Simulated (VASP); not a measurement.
# Si3Br: single point with PBE

Crystal: Si3Br.

```xyz
4
Lattice="4.1561 0.0000 0.0000 0.0000 4.1561 0.0000 0.0000 0.0000 4.1134" Properties=species:S:1:pos:R:3 pbc="T T T"
Si    0.0000    2.0781    2.0567
Si    2.0781    0.0000    2.0567
Si    2.0781    2.0781    0.0000
Br    0.0000    0.0000    0.0000
```

```yaml
Program: VASP 6.6.1
Task: single point
Functional: PBE
Potentials_or_basis: VASP PAW PBE potentials, release 64 (Si, Br)
Cutoff: 520 eV
k_mesh: 4 × 4 × 4
Occupations: gaussian, width 0.1 eV
Spin: no spin polarisation
Dipole_correction: no
Further_INCAR_settings: ALGO = Normal; EDIFF = 1e-07; NBANDS = 18
```

```yaml
Pressure: 4.7 GPa
Band_gap_on_the_k_mesh: zero (an odd number of electrons rules out a gap without spin polarisation)
```

Stress tensor (GPa, compression positive):
```
4.87 0.00 0.00
0.00 4.87 0.00
0.00 0.00 4.31
```

Levels at points of the mesh, in eV from the Fermi level:
```csv
k point,band 7,band 8,band 9,band 10,band 11,band 12,band 13,band 14
"(0.00, 0.00, 0.00)",-4.79,-0.56,-0.56,-0.53,2.30,2.30,2.32,3.67
"(0.50, 0.00, 0.00)",-3.56,-2.70,-2.59,-1.18,1.89,1.92,2.02,2.79
"(0.50, 0.50, 0.00)",-2.75,-2.75,-0.68,-0.68,-0.57,-0.35,3.05,3.05
"(0.00, 0.00, 0.50)",-3.63,-2.66,-2.66,-1.25,1.81,1.81,2.13,2.88
"(0.50, 0.00, 0.50)",-2.88,-2.86,-0.76,-0.75,-0.64,-0.52,3.12,3.17
"(0.50, 0.50, 0.50)",-7.37,-5.83,1.81,1.81,1.95,6.40,6.56,6.56
```

Run time: 11 s on 1 thread of AMD EPYC 9R45 96-Core Processor (Zen 5), with other jobs on the host, peak memory 0.14 GiB.

Caveat: the k points lie up to 0.38 Å⁻¹ apart, too coarse for converged energies and pressures of a metal; an odd number of electrons without spin polarisation forces a metal; a magnetic or distorted state may lie lower.
